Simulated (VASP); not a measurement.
# NbAs in VASP: further runs

The runs below take NbAs through single point, with PBE.

Program: VASP 6.6.1. These are calculated values, not measurements. Logs are shortened: lines on timing, memory, paths and dates and some standing lists are left out, and cuts for length are marked.

## (1) The cell of the first run

The cell holds a slab with vacuum, 8 atoms: a = 3.473 Å, b = 3.473 Å, c = 24.773 Å, α = 90.00°, β = 90.00°, γ = 90.00°.

## (2) Single point, PBE

Contents of INCAR:

```
PREC     = Accurate       # precision mode
ENCUT    = 520            # plane-wave cutoff, eV
EDIFF    = 1E-6           # SCF threshold, eV
ISMEAR   = 0              # smearing method
SIGMA    = 0.1            # smearing width, eV
LREAL    = F              # projectors in reciprocal space
LASPH    = T              # aspherical terms in the spheres
NELM     = 100            # most SCF steps
ALGO     = Normal         # electronic algorithm
ISIF     = 2              # what is computed and relaxed
LWAVE    = F              # write WAVECAR
LCHARG   = F              # write CHGCAR
LDIPOL   = T            
IDIPOL   = 3            
DIPOL    = 0.5 0.5 0.500
GGA      = PE             # functional
NBANDS   = 46             # bands
```

Contents of KPOINTS:

```
regular mesh
0
Gamma
  10 10 1
```

Contents of POSCAR:

```
NbAs
1.0
    3.4734820522      0.0000000000      0.0000000000
    0.0000000000      3.4734820522      0.0000000000
    0.0000000000      0.0000000000     24.7728719669
As Nb
4 4
Direct
    0.0000000000      0.0000000000      0.3027505253
    0.5000000000      0.0000000000      0.4213193810
    0.5000000000      0.5000000000      0.5398882367
    0.0000000000      0.5000000000      0.6584570925
    0.5000000000      0.5000000000      0.3415429075
    0.0000000000      0.5000000000      0.4601117633
    0.0000000000      0.0000000000      0.5786806190
    0.5000000000      0.0000000000      0.6972494747
```

Potentials or basis: VASP PAW PBE potentials, release 64 (As, Nb_sv).

Run with:

```
$ cat potpaw_PBE.64/As/POTCAR potpaw_PBE.64/Nb_sv/POTCAR > POTCAR
$ mpirun -np 1 vasp_std > vasp.out
```

OUTCAR:

```text
PREC = Accurate
   ENCUT = 520
   EDIFF = 1E-6
   ISMEAR = 0
   LREAL = F
   LASPH = T
   NELM = 100
   ISIF = 2
   GGA = PE

 ion  position               nearest neighbor table
   1  0.000  0.000  0.303-   5 2.64   5 2.64   5 2.64   5 2.64
   2  0.500  0.000  0.421-   5 2.63   5 2.63   6 2.64   6 2.64   6 2.64   6 2.64
   3  0.500  0.500  0.540-   6 2.63   6 2.63   7 2.64   7 2.64   7 2.64   7 2.64
   4  0.000  0.500  0.658-   7 2.63   7 2.63   8 2.64   8 2.64   8 2.64   8 2.64
   5  0.500  0.500  0.342-   2 2.63   2 2.63   1 2.64   1 2.64   1 2.64   1 2.64
   6  0.000  0.500  0.460-   3 2.63   3 2.63   2 2.64   2 2.64   2 2.64   2 2.64
   7  0.000  0.000  0.579-   4 2.63   4 2.63   3 2.64   3 2.64   3 2.64   3 2.64
   8  0.500  0.000  0.697-   4 2.64   4 2.64   4 2.64   4 2.64

  LATTYP: Found a simple tetragonal cell.
 ALAT       =     3.4734820522
 C/A-ratio  =     7.1319994157

  Lattice vectors:

 A1 = (   3.4734820522,   0.0000000000,   0.0000000000)
 A2 = (   0.0000000000,   3.4734820522,   0.0000000000)
 A3 = (   0.0000000000,   0.0000000000,  24.7728719669)

Analysis of symmetry for initial positions (statically):
=====================================================================
 Subroutine PRICEL returns:
 Original cell was already a primitive cell.

 Routine SETGRP: Setting up the symmetry group for a
 simple tetragonal supercell.

 Subroutine GETGRP returns: Found  4 space group operations
 (whereof  4 operations were pure point group operations)
 out of a pool of 16 trial point group operations.

The static configuration has the point symmetry C_2v.

Analysis of symmetry for dynamics (positions and initial velocities):
=====================================================================
 Subroutine PRICEL returns:
 Original cell was already a primitive cell.

 Routine SETGRP: Setting up the symmetry group for a
 simple tetragonal supercell.

 Subroutine GETGRP returns: Found  4 space group operations
 (whereof  4 operations were pure point group operations)
 out of a pool of 16 trial point group operations.

The dynamic configuration has the point symmetry C_2v.

 Subroutine INISYM returns: Found  4 space group operations
 (whereof  4 operations are pure point group operations),
 and found     1 'primitive' translations

[... 118 lines left out ...]
   NUPDOWN=      -1.0000    fix difference up-down
   EMIN   =  10.00;   EMAX   =-10.00  energy-range for DOS
   EFERMI =   0.00;   METHOD = LEGACY
   ISMEAR =     0;   SIGMA  =   0.10  broadening in eV -4-tet -1-fermi 0-gaus
   EFERMI_NEDOS =   21; number of points for ismear=-14 and -15
   IALGO  =     38    algorithm
   IMIX   =      4    mixing-type and parameters
     AMIX     =   0.40;   BMIX     =  1.00
     AMIX_MAG =   1.60;   BMIX_MAG =  1.00
  volume/ion in A,a.u.               =      37.36       252.12
  Fermi-wavevector in a.u.,A,eV,Ry     =   1.018631  1.924933 14.117526  1.037609
  Thomas-Fermi vector in A             =   2.152099
   LORBIT       =      0    0 simple, 1 ext, 2 COOP (PROOUT), +10 PAW based schemes
   GGA     = PE    functional components
   LHFCALC =     F    Hartree Fock is set to
   AEXX    =    0.0000 exact exchange contribution
   IVDW    =     0    specifies the selected vdW correction
   LEPSILON=     F    determine dielectric tensor
   LRPA    =     F    only Hartree local field effects (RPA)
 non-spin polarized calculation
 Gauss-broadening in eV      SIGMA  =   0.10
  energy-cutoff  :      520.00
  volume of cell :      298.89
 maximum number of plane-waves:      8157
 NGX is ok and might be reduce to    28
   NGX = 13   NGY = 13   NGZ = 93

 dipolmoment           0.000000      0.000000      0.071503 electrons x Angstroem

 number of electron      72.0000003 magnetization

 dipolmoment           0.000000      0.000000     -0.065801 electrons x Angstroem

 Free energy of the ion-electron system (eV)
  ---------------------------------------------------
  ext. energy  EPLUGINS =         0.00000000
  ---------------------------------------------------
  free energy    TOTEN  =       -62.04865887 eV

  energy without entropy =      -62.01478148  energy(sigma->0) =      -62.03172018

 E-fermi :   2.0950     XC(G=0):  -6.3662

 val. band max:        2.0948936455   @ k =   0.0000   0.5000   0.0000
 cond. band min:       2.1003638044   @ k =  -0.1000   0.4000   0.0000
 fundamental gap:      0.0054701589
 Fermi energy:         2.0950212975

 k-point     1 :       0.0000    0.0000    0.0000
  band No.  band energies     occupation
      1     -53.1121      2.00000
      2     -53.0140      2.00000
      3     -53.0029      2.00000
      4     -52.9364      2.00000
      5     -29.2437      2.00000
      6     -29.2016      2.00000
[... 1165 lines left out ...]
     45       4.9400      0.00000
     46       5.1395      0.00000

 [... further k-points ...]

------------------------ aborting loop because EDIFF is reached ----------------------------------------

 vacuum level on the upper side and lower side of the slab       (xc-potential included)        -0.698         0.277

  FORCE on cell =-STRESS in cart. coord.  units (eV):
  Direction    XX          YY          ZZ          XY          YZ          ZX
  --------------------------------------------------------------------------------------
  -------------------------------------------------------------------------------------
  Total       -3.6320912     -2.7968516     -0.9476959      0.0000000      0.0000000      0.0000000
  in kB      -19.4697714    -14.9924816     -5.0801097      0.0000000      0.0000000      0.0000000
  external PRESSURE =     -13.1807875 kB  Pullay stress =       0.0000000 kB

 VOLUME and BASIS-vectors are now :
 -----------------------------------------------------------------------------
  energy-cutoff  :      520.00
  volume of cell :      298.89
      direct lattice vectors                 reciprocal lattice vectors
     3.473482052  0.000000000  0.000000000     0.287895543  0.000000000  0.000000000
     0.000000000  3.473482052  0.000000000     0.000000000  0.287895543  0.000000000
     0.000000000  0.000000000 24.772871967     0.000000000  0.000000000  0.040366737

 POSITION                                       TOTAL-FORCE (eV/Angst)
 -----------------------------------------------------------------------------------
      0.00000      0.00000      7.50000         0.000000      0.000000     -0.141516
      1.73674      0.00000     10.43729         0.000000      0.000000     -0.075024
      1.73674      1.73674     13.37458         0.000000      0.000000     -0.146208
      0.00000      1.73674     16.31187         0.000000      0.000000      0.817863
      1.73674      1.73674      8.46100         0.000000      0.000000      0.045371
      0.00000      1.73674     11.39829         0.000000      0.000000      0.250206
      0.00000      0.00000     14.33558         0.000000      0.000000      0.243050
      1.73674      0.00000     17.27287         0.000000      0.000000     -0.993743
 -----------------------------------------------------------------------------------
    total drift:                                0.000000     -0.000000      0.000312

  FREE ENERGIE OF THE ION-ELECTRON SYSTEM (eV)
  ---------------------------------------------------
  free  energy   TOTEN  =       -62.0486588735 eV

  energy  without entropy=      -62.0147814831  energy(sigma->0) =      -62.03172018

 vacuum level on the upper side and lower side of the slab         5.975         6.984
```

OSZICAR:

```text
N       E                     dE             d eps       ncg     rms          rms(c)
DAV:   1     0.708106356141E+03    0.70811E+03   -0.36787E+04  3936   0.139E+03
DAV:   2    -0.152606022813E+00   -0.70826E+03   -0.69340E+03  4556   0.500E+02
DAV:   3    -0.601796798097E+02   -0.60027E+02   -0.59222E+02  4760   0.110E+02
[... 20 lines left out ...]
DAV:  24    -0.620486362808E+02   -0.24503E-04   -0.11355E-06  2840   0.428E-03    0.203E-03
DAV:  25    -0.620486470421E+02   -0.10761E-04   -0.41303E-07  2448   0.335E-03    0.122E-03
DAV:  26    -0.620486564306E+02   -0.93885E-05   -0.59452E-07  2696   0.309E-03    0.547E-04
DAV:  27    -0.620486583241E+02   -0.18935E-05   -0.18889E-07  2376   0.219E-03    0.382E-04
DAV:  28    -0.620486588735E+02   -0.54938E-06   -0.89525E-08  2304   0.161E-03
   1 F= -.62048659E+02 E0= -.62031720E+02  d E =-.338774E-01
```

stdout:

```text
POSCAR found type information on POSCAR AsNb
 POSCAR found :  2 types and       8 ions
 scaLAPACK will be used
 LDA part: xc-table for (Slater+PW92), standard interpolation
 POSCAR, INCAR and KPOINTS ok, starting setup
 FFT: planning ... GRIDC
 FFT: planning ... GRID_SOFT
 FFT: planning ... GRID
 WAVECAR not read
 entering main loop
```

Wall time 12 min (1 thread of Intel Xeon Platinum 8559C (Emerald Rapids), shared host); peak memory 0.63 GiB.

What came out:

* Free energy: -62.0487 eV
* Largest force: 0.994 eV/Å
* Band gap on the k mesh: zero (bands 36 and 37 overlap by 1.02 eV)

Forces on the atoms (eV/Å):
```
As   0.000  0.000 -0.142
As   0.000  0.000 -0.075
As   0.000  0.000 -0.146
As   0.000  0.000  0.818
Nb   0.000  0.000  0.045
Nb   0.000  0.000  0.250
Nb   0.000  0.000  0.243
Nb   0.000  0.000 -0.994
```

Levels at points of the mesh, in eV from the Fermi level:
```
           k point  band 34  band 35  band 36  band 37  band 38  band 39
(0.00, 0.00, 0.00)    -0.95    -0.24    -0.20    -0.08     0.82     1.00
(0.50, 0.00, 0.00)    -0.82     0.08     0.11     0.34     0.55     0.80
(0.00, 0.50, 0.00)    -0.61     0.00     0.09     0.20     0.22     0.36
(0.50, 0.50, 0.00)    -0.46    -0.45     0.84     0.86     1.56     2.03
```

## (3) Single point, PBE

Contents of INCAR:

```
SYSTEM = NbAs
ALGO = Normal
DIPOL = 0.5 0.5 0.500
EDIFF = 1E-7
ENCUT = 520
GGA = PE
IDIPOL = 3
ISIF = 2
ISMEAR = 0
LASPH = .True.
LCHARG = .False.
LDIPOL = .True.
LREAL = .False.
LWAVE = .False.
NBANDS = 46
NELM = 80
PREC = Accurate
SIGMA = 0.01
```

Contents of KPOINTS:

```
k-points
0
Gamma
  10 10 1
  0 0 0
```

POSCAR is that of step 2.

Potentials or basis: VASP PAW PBE potentials, release 64 (As, Nb_sv).

Run with:

```
$ cat potpaw_PBE.64/As/POTCAR potpaw_PBE.64/Nb_sv/POTCAR > POTCAR
$ mpirun -np 1 vasp_std > vasp.out
```

It took 14 min on 1 thread of Intel Xeon Platinum 8559C (Emerald Rapids), shared host; peak memory 0.61 GiB.

Results (log left out):

* Free energy: -62.0306 eV
* Largest force: 0.998 eV/Å
* Band gap on the k mesh: zero (bands 36 and 37 overlap by 1.02 eV)

Forces in eV/Å, atoms in the order of the input:
```
As   0.000  0.000 -0.137
As   0.000  0.000 -0.075
As   0.000  0.000 -0.147
As   0.000  0.000  0.799
Nb   0.000  0.000  0.034
Nb   0.000  0.000  0.239
Nb   0.000  0.000  0.286
Nb   0.000  0.000 -0.998
```

Levels at points of the mesh, in eV from the Fermi level:
```tsv
k point	band 34	band 35	band 36	band 37	band 38	band 39
(0.00, 0.00, 0.00)	-0.96	-0.24	-0.18	-0.08	0.81	0.98
(0.50, 0.00, 0.00)	-0.83	0.07	0.11	0.34	0.54	0.80
(0.00, 0.50, 0.00)	-0.62	-0.01	0.08	0.20	0.21	0.35
(0.50, 0.50, 0.00)	-0.46	-0.45	0.85	0.85	1.55	2.02
```

## (4) Single point, PBE

This run uses another cell than the first one.

Contents of INCAR:

```
SYSTEM = NbAs
PREC = Accurate ; ENCUT = 520
EDIFF = 1E-6 ; ISMEAR = 0
SIGMA = 0.1 ; LREAL = .FALSE.
LASPH = .TRUE. ; NELM = 100
ALGO = Fast ; ISIF = 2
LWAVE = .FALSE. ; LCHARG = .TRUE.
LDIPOL = .TRUE. ; IDIPOL = 3
DIPOL = 0.5 0.5 0.500 ; GGA = PE
LELF = .TRUE. ; LVHAR = .TRUE.
LVACPOTAV = .TRUE. ; NBANDS = 46
```

Contents of KPOINTS:

```
Automatic mesh
0
G
  10 10 1
  0 0 0
```

Contents of POSCAR:

```
NbAs
1.0
    3.4734820513      0.0000000000      0.0000000000
    0.0000000000      3.4734820513      0.0000000000
    0.0000000000      0.0000000000     25.7881656178
Nb As
4 4
Direct
    0.0000000000      0.5000000000      0.2950388068
    0.0000000000      0.0000000000      0.4046740317
    0.5000000000      0.0000000000      0.5177819702
    0.5000000000      0.5000000000      0.6334532635
    0.5000000000      0.5000000000      0.3659167452
    0.0000000000      0.5000000000      0.4807854848
    0.0000000000      0.0000000000      0.5944557225
    0.5000000000      0.0000000000      0.7078939753
```

Potentials or basis: VASP PAW PBE potentials, release 64 (Nb_sv, As).

Run with:

```
$ cat potpaw_PBE.64/Nb_sv/POTCAR potpaw_PBE.64/As/POTCAR > POTCAR
$ mpirun -np 1 vasp_std > vasp.out
```

Wall time 37 min (1 thread of Oxide Virtual Turin-like, shared host); peak memory 0.58 GiB.

The run converged. Its results:

```
Free energy            : -59.9141 eV
Largest force          : 0.010 eV/Å
Band gap on the k mesh : zero (bands 36 and 37 overlap by 0.30 eV)
```

Forces on the atoms (eV/Å):
```
Nb   0.000  0.000  0.004
Nb   0.000  0.000  0.007
Nb   0.000  0.000  0.010
Nb   0.000  0.000  0.000
As   0.000  0.000 -0.001
As   0.000  0.000 -0.009
As   0.000  0.000 -0.007
As   0.000  0.000 -0.003
```

Levels at points of the mesh, in eV from the Fermi level:
```
           k point  band 34  band 35  band 36  band 37  band 38  band 39
(0.00, 0.00, 0.00)    -0.98    -0.23    -0.03     0.36     0.71     0.81
(0.50, 0.00, 0.00)    -0.68    -0.06     0.08     0.18     0.43     0.62
(0.00, 0.50, 0.00)    -0.10     0.00     0.22     0.22     0.54     0.59
(0.50, 0.50, 0.00)    -0.79    -0.34    -0.20     0.57     1.23     1.68
```

## (5) Summary

```csv
potentials or basis,cell,smearing,gap on the mesh (eV),largest force (eV/Å)
"VASP PAW PBE potentials, release 64 (As, Nb_sv)","a = 3.473, b = 3.473, c = 24.773 Å, 8 atoms, atomic positions A",gaussian 0.1 eV,none,0.99
"VASP PAW PBE potentials, release 64 (As, Nb_sv)","a = 3.473, b = 3.473, c = 24.773 Å, 8 atoms, atomic positions A",gaussian 0.01 eV,none,1.00
"VASP PAW PBE potentials, release 64 (Nb_sv, As)","a = 3.473, b = 3.473, c = 25.788 Å, 8 atoms, atomic positions B",gaussian 0.1 eV,none,0.01
```

Alike in all rows: task single point; level PBE; no spin polarisation; k mesh 10 × 10 × 1; cutoff (eV) 520.

Total energies depend on the potentials used, so only differences within one code and one set of settings carry meaning.
